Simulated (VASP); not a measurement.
# GaN (Fm-3m) in VASP: a series of runs

The runs below take GaN through single point, with LDA, r2SCAN.

Everything below comes from runs of VASP 6.6.1. Logs are shortened: lines on timing, memory, paths and dates and some standing lists are left out, and cuts for length are marked.

### Step 1. The cell of the first run

Symmetry: Fm-3m, No. 225, cubic system. Conventional cell: a = 4.270 Å, b = 4.270 Å, c = 4.270 Å, α = 90.00°, β = 90.00°, γ = 90.00°. Within 2.8 Å of Ga (site symmetry m-3m) lie 6 N at 2.14 Å. Within 2.8 Å of N (site symmetry m-3m) lie 6 Ga at 2.14 Å.

### Step 2. Single point, LDA

Contents of INCAR:

```
SYSTEM = GaN
ALGO = Normal ; EDIFF = 1E-6
ENCUT = 520 ; GGA = CA
ISIF = 2 ; ISMEAR = 0
LASPH = .True. ; LCHARG = .False.
LREAL = .False. ; LWAVE = .False.
NBANDS = 16 ; NELM = 80
PREC = Accurate ; SIGMA = 0.01
```

Contents of KPOINTS:

```
k-points
0
Gamma
  8 8 8
  0 0 0
```

Contents of POSCAR:

```
GaN
1.0
    0.0000000000      2.1352350000      2.1352350000
    2.1352350000      0.0000000000      2.1352350000
    2.1352350000      2.1352350000      0.0000000000
Ga N
1 1
Direct
    0.0000000000      0.0000000000      0.0000000000
    0.5000000000      0.5000000000      0.5000000000
```

Potentials or basis: VASP PAW LDA potentials, release 64 (Ga_d, N).

The run is started by

```sh
$ cat potpaw_LDA.64/Ga_d/POTCAR potpaw_LDA.64/N/POTCAR > POTCAR
$ mpirun -np 1 vasp_std > vasp.out
```

OUTCAR:

```text
SYSTEM = GaN
   EDIFF = 1E-6
   ENCUT = 520
   GGA = CA
   ISIF = 2
   ISMEAR = 0
   LASPH = .True.
   LREAL = .False.
   NELM = 80
   PREC = Accurate

 ion  position               nearest neighbor table
   1  0.000  0.000  0.000-   2 2.14   2 2.14   2 2.14   2 2.14   2 2.14   2 2.14
   2  0.500  0.500  0.500-   1 2.14   1 2.14   1 2.14   1 2.14   1 2.14   1 2.14

  LATTYP: Found a face centered cubic cell.
 ALAT       =     4.2704700000

  Lattice vectors:

 A1 = (   0.0000000000,   2.1352350000,   2.1352350000)
 A2 = (   2.1352350000,   0.0000000000,   2.1352350000)
 A3 = (   2.1352350000,   2.1352350000,   0.0000000000)

Analysis of symmetry for initial positions (statically):
=====================================================================
 Subroutine PRICEL returns:
 Original cell was already a primitive cell.

 Routine SETGRP: Setting up the symmetry group for a
 face centered cubic supercell.

 Subroutine GETGRP returns: Found 48 space group operations
 (whereof 48 operations were pure point group operations)
 out of a pool of 48 trial point group operations.

The static configuration has the point symmetry O_h .

Analysis of symmetry for dynamics (positions and initial velocities):
=====================================================================
 Subroutine PRICEL returns:
 Original cell was already a primitive cell.

 Routine SETGRP: Setting up the symmetry group for a
 face centered cubic supercell.

 Subroutine GETGRP returns: Found 48 space group operations
 (whereof 48 operations were pure point group operations)
 out of a pool of 48 trial point group operations.

The dynamic configuration has the point symmetry O_h .

 Subroutine INISYM returns: Found 48 space group operations
 (whereof 48 operations are pure point group operations),
 and found     1 'primitive' translations

----------------------------------------------------------------------------------------

                                     Primitive cell

  volume of cell :      19.4700

  direct lattice vectors                    reciprocal lattice vectors
     0.000000000  2.135235000  2.135235000    -0.234166263  0.234166263  0.234166263
     2.135235000  0.000000000  2.135235000     0.234166263 -0.234166263  0.234166263
     2.135235000  2.135235000  0.000000000     0.234166263  0.234166263 -0.234166263

  length of vectors
     3.019678296  3.019678296  3.019678296     0.405587864  0.405587864  0.405587864

  position of ions in fractional coordinates (direct lattice)
     0.000000000  0.000000000  0.000000000
     0.500000000  0.500000000  0.500000000

  ion indices of the primitive-cell ions
   primitive index   ion index
                 1           1
                 2           2

----------------------------------------------------------------------------------------

 KPOINTS: k-points

Automatic generation of k-mesh.
 Grid dimensions read from file:
 generate k-points for:    8    8    8

 Generating k-lattice:

  Cartesian coordinates                     Fractional coordinates (reciprocal lattice)
    -0.029270783  0.029270783  0.029270783     0.125000000  0.000000000  0.000000000
     0.029270783 -0.029270783  0.029270783     0.000000000  0.125000000  0.000000000
     0.029270783  0.029270783 -0.029270783     0.000000000  0.000000000  0.125000000

  Length of vectors
     0.050698483  0.050698483  0.050698483

  Shift w.r.t. Gamma in fractional coordinates (k-lattice)
     0.000000000  0.000000000  0.000000000

 Subroutine IBZKPT returns following result:
 ===========================================

 Found     29 irreducible k-points:

 Following reciprocal coordinates:
            Coordinates               Weight
  0.000000  0.000000  0.000000      1.000000
  0.125000  0.000000  0.000000      8.000000
  0.250000  0.000000  0.000000      8.000000
  0.375000  0.000000  0.000000      8.000000
  0.500000  0.000000  0.000000      4.000000
  0.125000  0.125000  0.000000      6.000000
[... 16 lines left out ...]
  0.500000  0.250000  0.125000     48.000000
 -0.375000  0.250000  0.125000     24.000000
 [... further k-points ...]
   k-points           NKPTS =     29   k-points in BZ     NKDIM =     29   number of bands    NBANDS=     16
   number of dos      NEDOS =    301   number of ions     NIONS =      2
   total plane-waves  NPLWV =  13824
   dimension x,y,z NGX =    24 NGY =   24 NGZ =   24
   dimension x,y,z NGXF=    48 NGYF=   48 NGZF=   48
   ions per type =               1   1
   NGX,Y,Z   is equivalent  to a cutoff of  13.21, 13.21, 13.21 a.u.
   NGXF,Y,Z  is equivalent  to a cutoff of  26.43, 26.43, 26.43 a.u.
 SYSTEM =  GaN
   PREC   = accura    normal or accurate (medium, high low for compatibility)
   ISTART =      0    job   : 0-new  1-cont  2-samecut
   ICHARG =      2    charge: 1-file 2-atom 10-const
   ISPIN  =      1    spin polarized calculation?
   LNONCOLLINEAR =      F non collinear calculations
   LSORBIT =      F    spin-orbit coupling
   LASPH  =      T    aspherical Exc in radial PAW
   ENCUT  =  520.0 eV  38.22 Ry    6.18 a.u.   5.61  5.61  5.61*2*pi/ulx,y,z
   NELM   =     80;   NELMIN=  2; NELMDL= -5     # of ELM steps
   EDIFF  = 0.1E-05   stopping-criterion for ELM
   LREAL  =      F    real-space projection
   EDIFFG = 0.1E-04   stopping-criterion for IOM
   NSW    =      0    number of steps for IOM
   IBRION =     -1    ionic relax: 0-MD 1-quasi-New 2-CG
   NFREE  =      0    steps in history (QN), initial steepest desc. (CG)
   ISIF   =      2    stress and relaxation
   ISYM   =      2    0-nonsym 1-usesym 2-fastsym
   POTIM  = 0.5000    time-step for ionic-motion
   TEBEG  =    0.0;   TEEND  =   0.0 temperature during run
   PSTRESS=    0.0 pullay stress
   NELECT =      18.0000    total number of electrons
   NUPDOWN=      -1.0000    fix difference up-down
   EMIN   =  10.00;   EMAX   =-10.00  energy-range for DOS
   EFERMI =   0.00;   METHOD = LEGACY
   ISMEAR =     0;   SIGMA  =   0.01  broadening in eV -4-tet -1-fermi 0-gaus
   EFERMI_NEDOS =   21; number of points for ismear=-14 and -15
   IALGO  =     38    algorithm
   IMIX   =      4    mixing-type and parameters
     AMIX     =   0.40;   BMIX     =  1.00
     AMIX_MAG =   1.60;   BMIX_MAG =  1.00
  volume/ion in A,a.u.               =       9.74        65.70
  Fermi-wavevector in a.u.,A,eV,Ry     =   1.594814  3.013761 34.605481  2.543431
  Thomas-Fermi vector in A             =   2.692830
   LORBIT       =      0    0 simple, 1 ext, 2 COOP (PROOUT), +10 PAW based schemes
   GGA     = CA    functional components
   LHFCALC =     F    Hartree Fock is set to
   AEXX    =    0.0000 exact exchange contribution
   IVDW    =     0    specifies the selected vdW correction
   LEPSILON=     F    determine dielectric tensor
   LRPA    =     F    only Hartree local field effects (RPA)
 non-spin polarized calculation
 Gauss-broadening in eV      SIGMA  =   0.01
  energy-cutoff  :      520.00
  volume of cell :       19.47
 maximum number of plane-waves:       544
 NGX is ok and might be reduce to    24
   NGX = 11   NGY = 11   NGZ = 11

 number of electron      18.0000005 magnetization

 Free energy of the ion-electron system (eV)
  ---------------------------------------------------
  ext. energy  EPLUGINS =         0.00000000
  ---------------------------------------------------
  free energy    TOTEN  =       -13.03667630 eV

  energy without entropy =      -13.03667630  energy(sigma->0) =      -13.03667630

 E-fermi :   7.4125     XC(G=0): -13.3025

 val. band max:        7.2758647996   @ k =  -0.2500   0.1250   0.0000
 cond. band min:       7.5146096699   @ k =   0.5000   0.5000   0.0000
 fundamental gap:      0.2387448702
 Fermi energy:         7.4125030303

 k-point     1 :       0.0000    0.0000    0.0000
  band No.  band energies     occupation
      1      -9.5988      2.00000
      2      -6.8153      2.00000
      3      -6.8153      2.00000
      4      -6.8153      2.00000
      5      -6.7255      2.00000
      6      -6.7255      2.00000
[... 8 lines left out ...]
     15      22.3815      0.00000
     16      22.3815      0.00000

 k-point     2 :       0.1250    0.0000    0.0000
  band No.  band energies     occupation
      1      -9.3006      2.00000
      2      -6.8252      2.00000
      3      -6.8049      2.00000
      4      -6.8049      2.00000
      5      -6.7391      2.00000
      6      -6.7391      2.00000
[... 8 lines left out ...]
     15      23.0427      0.00000
     16      23.0427      0.00000

 k-point     3 :       0.2500    0.0000    0.0000
  band No.  band energies     occupation
      1      -8.4593      2.00000
      2      -6.8530      2.00000
      3      -6.8530      2.00000
      4      -6.8444      2.00000
      5      -6.6973      2.00000
      6      -6.6973      2.00000
[... 8 lines left out ...]
     15      24.7779      0.00000
     16      24.7779      0.00000

 k-point     4 :       0.3750    0.0000    0.0000
  band No.  band energies     occupation
      1      -7.3474      2.00000
      2      -6.9234      2.00000
      3      -6.9234      2.00000
      4      -6.8138      2.00000
      5      -6.6316      2.00000
      6      -6.6316      2.00000
[... 8 lines left out ...]
     15      27.4233      0.00000
     16      27.4233      0.00000
[... 324 lines left out ...]
 k-point    22 :       0.3750    0.2500    0.1250
  band No.  band energies     occupation
      1      -8.1161      2.00000
      2      -6.8749      2.00000
      3      -6.8164      2.00000
      4      -6.7464      2.00000
      5      -6.6982      2.00000
      6      -6.3870      2.00000
[... 8 lines left out ...]
     15      27.9931      0.00000
     16      28.3888      0.00000

 k-point    23 :       0.5000    0.2500    0.1250
  band No.  band energies     occupation
      1      -7.7651      2.00000
      2      -6.8881      2.00000
      3      -6.8363      2.00000
      4      -6.7588      2.00000
      5      -6.6284      2.00000
      6      -5.6235      2.00000
[... 8 lines left out ...]
     15      27.9504      0.00000
     16      29.5043      0.00000

 k-point    24 :      -0.3750    0.2500    0.1250
  band No.  band energies     occupation
      1      -7.6752      2.00000
      2      -6.9105      2.00000
      3      -6.8348      2.00000
      4      -6.7602      2.00000
      5      -6.6003      2.00000
      6      -5.0313      2.00000
[... 8 lines left out ...]
     15      25.8145      0.00000
     16      30.4072      0.00000

 [... further k-points ...]

------------------------ aborting loop because EDIFF is reached ----------------------------------------

  FORCE on cell =-STRESS in cart. coord.  units (eV):
  Direction    XX          YY          ZZ          XY          YZ          ZX
  --------------------------------------------------------------------------------------
  -------------------------------------------------------------------------------------
  Total       -1.5281367     -1.5281367     -1.5281367     -0.0000000      0.0000000     -0.0000000
  in kB     -125.7493534   -125.7493534   -125.7493534     -0.0000000      0.0000000     -0.0000000
  external PRESSURE =    -125.7493534 kB  Pullay stress =       0.0000000 kB

 VOLUME and BASIS-vectors are now :
 -----------------------------------------------------------------------------
  energy-cutoff  :      520.00
  volume of cell :       19.47
      direct lattice vectors                 reciprocal lattice vectors
     0.000000000  2.135235000  2.135235000    -0.234166263  0.234166263  0.234166263
     2.135235000  0.000000000  2.135235000     0.234166263 -0.234166263  0.234166263
     2.135235000  2.135235000  0.000000000     0.234166263  0.234166263 -0.234166263

 POSITION                                       TOTAL-FORCE (eV/Angst)
 -----------------------------------------------------------------------------------
      0.00000      0.00000      0.00000         0.000000      0.000000      0.000000
      2.13524      2.13524      2.13524        -0.000000     -0.000000     -0.000000
 -----------------------------------------------------------------------------------
    total drift:                                0.000000     -0.000000     -0.000000

  FREE ENERGIE OF THE ION-ELECTRON SYSTEM (eV)
  ---------------------------------------------------
  free  energy   TOTEN  =       -13.0366762981 eV

  energy  without entropy=      -13.0366762981  energy(sigma->0) =      -13.03667630
```

Wall time 11 s (1 thread of Intel Xeon 8259CL, shared host); peak memory 0.13 GiB.

Results:

* Free energy: -13.0367 eV
* Pressure: -12.6 GPa
* Band gap on the k mesh: 0.24 eV, indirect (least direct gap 2.45 eV)

A k mesh can miss the band edges.

### Step 3. Single point, r2SCAN

POSCAR is that of step 2.

Contents of INCAR.step1:

```
PREC = Accurate ; ENCUT = 520
ISMEAR = 0 ; SIGMA = 0.01
LREAL = F ; LASPH = T
NELM = 60 ; NBANDS = 16
GGA = PE ; ALGO = Normal
EDIFF = 1E-4 ; LWAVE = T
LCHARG = F
```

Contents of INCAR.step2:

```
PREC = Accurate ; ENCUT = 520
EDIFF = 1E-6 ; ISMEAR = 0
SIGMA = 0.01 ; LREAL = F
LASPH = T ; NELM = 60
ALGO = Normal ; ISIF = 2
LWAVE = F ; LCHARG = F
METAGGA = R2SCAN ; LMIXTAU = T
NBANDS = 16 ; ISTART = 1
```

Contents of KPOINTS:

```
regular mesh
0
Gamma
  8 8 8
```

Potentials or basis: VASP PAW PBE potentials, release 64 (Ga_d, N).

The run is started by

```sh
$ cat potpaw_PBE.64/Ga_d/POTCAR potpaw_PBE.64/N/POTCAR > POTCAR
$ cp INCAR.step1 INCAR
$ mpirun -np 1 vasp_std > vasp.out
$ cp INCAR.step2 INCAR
$ mpirun -np 1 vasp_std > vasp.out
```

OUTCAR:

```text
PREC = Accurate
   ENCUT = 520
   EDIFF = 1E-6
   ISMEAR = 0
   LREAL = F
   LASPH = T
   NELM = 60
   ISIF = 2
   METAGGA = R2SCAN
   ISTART = 1

 ion  position               nearest neighbor table
   1  0.000  0.000  0.000-   2 2.14   2 2.14   2 2.14   2 2.14   2 2.14   2 2.14
   2  0.500  0.500  0.500-   1 2.14   1 2.14   1 2.14   1 2.14   1 2.14   1 2.14

  LATTYP: Found a face centered cubic cell.
 ALAT       =     4.2704700000

  Lattice vectors:

[... 641 lines left out ...]

 [... further k-points ...]

------------------------ aborting loop because EDIFF is reached ----------------------------------------

  FORCE on cell =-STRESS in cart. coord.  units (eV):
  Direction    XX          YY          ZZ          XY          YZ          ZX
  --------------------------------------------------------------------------------------
  -------------------------------------------------------------------------------------
  Total       -0.9056061     -0.9056061     -0.9056061      0.0000000      0.0000000     -0.0000000
  in kB      -74.5217250    -74.5217250    -74.5217250      0.0000000      0.0000000     -0.0000000
  external PRESSURE =     -74.5217250 kB  Pullay stress =       0.0000000 kB

 VOLUME and BASIS-vectors are now :
 -----------------------------------------------------------------------------
  energy-cutoff  :      520.00
  volume of cell :       19.47
      direct lattice vectors                 reciprocal lattice vectors
     0.000000000  2.135235000  2.135235000    -0.234166263  0.234166263  0.234166263
     2.135235000  0.000000000  2.135235000     0.234166263 -0.234166263  0.234166263
     2.135235000  2.135235000  0.000000000     0.234166263  0.234166263 -0.234166263

 POSITION                                       TOTAL-FORCE (eV/Angst)
 -----------------------------------------------------------------------------------
      0.00000      0.00000      0.00000         0.000000      0.000000      0.000000
      2.13524      2.13524      2.13524         0.000000      0.000000      0.000000
 -----------------------------------------------------------------------------------
    total drift:                                0.000000     -0.000000     -0.000000

  FREE ENERGIE OF THE ION-ELECTRON SYSTEM (eV)
  ---------------------------------------------------
  free  energy   TOTEN  =       -20.9608677616 eV

  energy  without entropy=      -20.9608677616  energy(sigma->0) =      -20.96086776
```

OUTCAR.step1:

```text
PREC = Accurate
   ENCUT = 520
   ISMEAR = 0
   LREAL = F
   LASPH = T
[... 677 lines left out ...]
 -----------------------------------------------------------------------------------
      0.00000      0.00000      0.00000         0.000000     -0.000000     -0.000000
      2.13524      2.13524      2.13524        -0.000000      0.000000      0.000000
 -----------------------------------------------------------------------------------
    total drift:                                0.000000     -0.000000     -0.000000

  FREE ENERGIE OF THE ION-ELECTRON SYSTEM (eV)
  ---------------------------------------------------
  free  energy   TOTEN  =       -11.2049224706 eV

  energy  without entropy=      -11.2049224706  energy(sigma->0) =      -11.20492247
```

OSZICAR.step1:

```text
N       E                     dE             d eps       ncg     rms          rms(c)
DAV:   1     0.730312740407E+02    0.73031E+02   -0.92716E+03  1072   0.213E+03
DAV:   2    -0.848795530509E+01   -0.81519E+02   -0.75452E+02  1040   0.317E+02
DAV:   3    -0.129566313255E+02   -0.44687E+01   -0.44532E+01  1064   0.635E+01
DAV:   4    -0.129959531552E+02   -0.39322E-01   -0.39319E-01  1168   0.634E+00
DAV:   5    -0.129964234055E+02   -0.47025E-03   -0.47025E-03  1088   0.646E-01    0.726E+00
DAV:   6    -0.112283809007E+02    0.17680E+01   -0.44247E+00  1352   0.388E+01    0.238E+00
DAV:   7    -0.112200580832E+02    0.83228E-02   -0.22394E-01  1072   0.525E+00    0.157E+00
DAV:   8    -0.112071201500E+02    0.12938E-01   -0.37735E-02  1048   0.215E+00    0.586E-01
DAV:   9    -0.112048682144E+02    0.22519E-02   -0.73707E-03  1120   0.182E+00    0.127E-01
DAV:  10    -0.112049224706E+02   -0.54256E-04   -0.63761E-04  1080   0.291E-01
   1 F= -.11204922E+02 E0= -.11204922E+02  d E =-.483114E-48
```

Wall time 76 s (1 thread of Intel Xeon 8259CL, shared host); peak memory 0.14 GiB.

Results:

```
Free energy            : -20.9609 eV
Pressure               : -7.5 GPa
Band gap on the k mesh : 0.92 eV, indirect (least direct gap 2.91 eV)
```

Caveat: the PAW data sets were made with another functional, which shifts forces and pressure a little. r2SCAN opens gaps a little over a GGA but as a rule still falls short of measured ones.
